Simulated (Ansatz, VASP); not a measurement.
Two plane-wave programs on HfZrSe3

```
CELL_PARAMETERS angstrom
4.97106 0.00000 0.00000
0.00000 4.97106 0.00000
0.00000 0.00000 6.34221
ATOMIC_POSITIONS crystal
Zr 0.50000 0.50000 0.66169
Hf 0.00000 0.00000 0.67265
Se 0.50000 0.00000 0.82467
Se 0.00000 0.50000 0.82467
Se 0.00000 0.00000 0.29538
```

Alike in both runs: functional PBE; k mesh 3 × 3 × 2; occupations gaussian, width 0.15 eV; no spin polarisation.

Ansatz relaxed the structure, and its values are those at the end. VASP's run is a single point on that final structure, the one shown.

```csv
,VASP,Ansatz
version,VASP 6.6.1,Ansatz 0.2.0
potentials or method,"VASP PAW PBE potentials, release 64 (Zr_sv, Hf_pv, Se), cutoff 500 eV","scalar-relativistic, plane waves, PAW"
valence electrons in the cell,40,86
```

Ansatz gave:

```
gap on the k mesh at the Fermi level (eV) : 0.23
least direct gap on the mesh (eV)         : 0.24
pressure (GPa)                            : 0.0
rms of the force components (eV/Å)        : 0.022
```

Question: What did VASP give for the same quantities?

Answer: gap on the k mesh at the Fermi level (eV): 0.23; least direct gap on the mesh (eV): 0.24; pressure (GPa): -0.1; rms of the force components (eV/Å): 0.029.

With one functional, cell and mesh, what is left measures potentials, basis and numerics. VASP's potentials hold 40 valence electrons a cell and Ansatz's 86, so a difference there can come from the potentials and not from the codes.

The k mesh is coarse, so the values compare programs but aren't converged. Neither program's run includes spin-orbit coupling.
